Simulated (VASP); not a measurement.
# WAu: single point with LDA

Crystal: WAu.

```
W Au
1.0
     0.00000    2.74798    2.74798
     2.74798    0.00000    2.74798
     2.74798    2.74798    0.00000
W Au
1 1
Direct
  0.00387 0.99702 0.99291
  0.73836 0.75130 0.75806
```

```yaml
Program: VASP 6.6.1
Task: single point
Functional: LDA
Potentials_or_basis: VASP PAW LDA potentials, release 64 (W_sv, Au)
Cutoff: 520 eV
k_mesh: 8 × 8 × 8
Occupations: gaussian, width 0.05 eV
Spin: no spin polarisation
```

The pressure is 24.0 GPa and the largest force is 1.332 eV/Å.

Forces in eV/Å, atoms in the order of the input:
```
W    1.147 -0.110 -0.667
Au  -1.147  0.110  0.667
```

Stress tensor (GPa, compression positive):
```
23.84 -3.56 -0.45
-3.56 24.21  6.13
-0.45  6.13 24.10
```

Levels at points of the mesh, in eV from the Fermi level:
| k point | band 10 | band 11 | band 12 | band 13 | band 14 | band 15 | band 16 | band 17 |
| --- | --- | --- | --- | --- | --- | --- | --- | --- |
| (0.00, 0.00, 0.00) | -6.29 | -0.93 | -0.87 | -0.79 | 2.11 | 2.13 | 9.23 | 11.64 |
| (0.50, 0.00, 0.00) | -5.60 | -2.17 | -0.28 | -0.13 | 1.96 | 1.99 | 2.78 | 8.81 |
| (0.00, 0.50, 0.00) | -5.53 | -2.16 | -0.33 | -0.09 | 1.73 | 1.81 | 2.57 | 8.73 |
| (0.00, 0.00, 0.50) | -5.48 | -2.14 | -0.30 | -0.15 | 1.63 | 1.69 | 2.45 | 8.78 |
| (0.50, 0.50, 0.50) | -5.56 | -2.16 | -0.32 | -0.09 | 1.82 | 1.88 | 2.66 | 8.68 |
| (0.50, 0.50, 0.00) | -4.18 | -3.17 | 0.38 | 1.47 | 1.97 | 2.02 | 3.55 | 3.77 |
| (0.00, 0.50, 0.50) | -4.20 | -3.16 | 0.39 | 1.48 | 1.93 | 2.02 | 3.61 | 3.76 |
| (0.50, 0.00, 0.50) | -4.18 | -3.17 | 0.38 | 1.47 | 2.00 | 2.02 | 3.53 | 3.77 |

Run time: 2.2 min on 1 thread of AMD EPYC 9R45 96-Core Processor (Zen 5), with other jobs on the host, peak memory 0.29 GiB.

Caveat: spin-orbit coupling is left out, which moves the levels of the heavy elements; forces of over 1 eV/Å act on the atoms, so gaps and moduli don't describe the material at rest.
